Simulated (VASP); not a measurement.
# Mn: single point with revPBE

Mn:

```
Mn
1.0
     2.52819    0.00000    0.00000
    -1.26410    2.18948    0.00000
     0.00000    0.00000    4.08709
Mn
2
Cartesian
  0.0000 1.4597 1.0218
  1.2641 0.7298 3.0653
```

This cell differs from its parent crystal: volume scaled by 1.04.

| Item | Value |
| --- | --- |
| Program | VASP 6.6.1 |
| Task | single point |
| Functional | revPBE |
| Potentials or basis | VASP PAW PBE potentials, release 64 (Mn_pv) |
| Cutoff | 520 eV |
| k mesh | 16 × 16 × 9 |
| Occupations | fermi-dirac, width 0.1 eV |
| Spin | no spin polarisation |

- Pressure: -9.5 GPa
- Band gap on the k mesh: zero (band 13 reaches 10.67 eV, above the bottom of band 14 at 8.86 eV)

Stress tensor (GPa, compression positive):
```
-9.47  0.00  0.00
 0.00 -9.47  0.00
 0.00  0.00 -9.68
```

Levels at points of the mesh, in eV from the Fermi level:
```tsv
k point	band 9	band 10	band 11	band 12	band 13	band 14	band 15	band 16	band 17	band 18
(0.00, 0.00, 0.00)	-0.89	-0.88	-0.88	-0.44	-0.44	0.04	0.04	0.66	1.49	1.49
(0.50, 0.00, 0.00)	-3.42	-1.33	-1.07	-0.87	-0.39	1.67	1.82	1.87	3.33	5.32
```

Run time: 35 s on 1 thread of AMD EPYC 9R45 96-Core Processor (Zen 5), on a shared host, peak memory 0.14 GiB.

Caveat: the PAW data sets were made with another functional, which shifts forces and pressure a little; the run has no spin polarisation, though such a crystal can be magnetic. Spin polarisation is off, so any magnetic state and its effect on volume and gap are missing.
